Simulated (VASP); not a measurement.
Mg:

```
CELL_PARAMETERS angstrom
4.20972 0.00000 0.00000
-2.10486 3.64572 0.00000
0.00000 0.00000 5.97780
ATOMIC_POSITIONS crystal
Mg 0.00000 0.00000 0.00000
Mg 0.00000 0.00000 0.50000
Mg 0.33333 0.66667 0.25000
Mg 0.66667 0.33333 0.75000
```

| Item | Value |
| --- | --- |
| Program | VASP 6.6.1 |
| Task | relaxation of cell and atoms |
| Functional | PBE |
| Potentials or basis | VASP PAW PBE potentials, release 64 (Mg) |
| Cutoff | 600 eV |
| k mesh | 8 × 8 × 5 |
| Occupations | fermi-dirac, width 0.05 eV |
| Spin | no spin polarisation |

At the start: pressure 6.8 GPa; volume 22.94 Å³/atom.

Problem. How do energy, volume and symmetry change on relaxing?

Solution. Over 14 steps the energy falls by 91.2 meV/atom and the volume is 28.05 Å³/atom (+22.3 %); space group P6_3/mmc (No. 194, to 0.1 Å) before and after.

The path:
```tsv
step	energy change (eV)	largest force (eV/Å)	pressure (GPa)	volume (Å³)
1	0.0000	0.0000	6.81	91.74
2	-0.3232	0.0000	1.39	105.31
3	-0.3446	0.0000	-0.26	112.06
4	-0.3457	0.0000	0.00	110.84
5	-0.3456	0.0000	0.09	110.44
6	-0.3473	0.0000	0.09	110.53
7	-0.3522	0.0000	0.07	110.78
8	-0.3575	0.0000	0.07	111.23
9	-0.3647	0.0000	0.05	111.89
10	-0.1941	0.0000	0.60	112.19
11	-0.3648	0.0000	0.06	111.92
12	-0.3648	0.0000	0.06	111.93
13	-0.3645	0.0000	-0.16	112.89
14	-0.3649	0.0000	0.00	112.19
```

Final structure:
```yaml
crystal:
  lattice:
    - [4.68554, 0.00000, 0.00000]
    - [-2.34277, 4.05780, 0.00000]
    - [0.00000, 0.00000, 5.90049]
  atoms:
    - { symbol: Mg, position: [0.00000, 0.00000, 0.00000] }
    - { symbol: Mg, position: [0.00000, 0.00000, 0.50000] }
    - { symbol: Mg, position: [0.33333, 0.66667, 0.25000] }
    - { symbol: Mg, position: [0.66667, 0.33333, 0.75000] }
```

Caveat: the volume moved by over 15 % at a fixed basis, so the end points are rough.
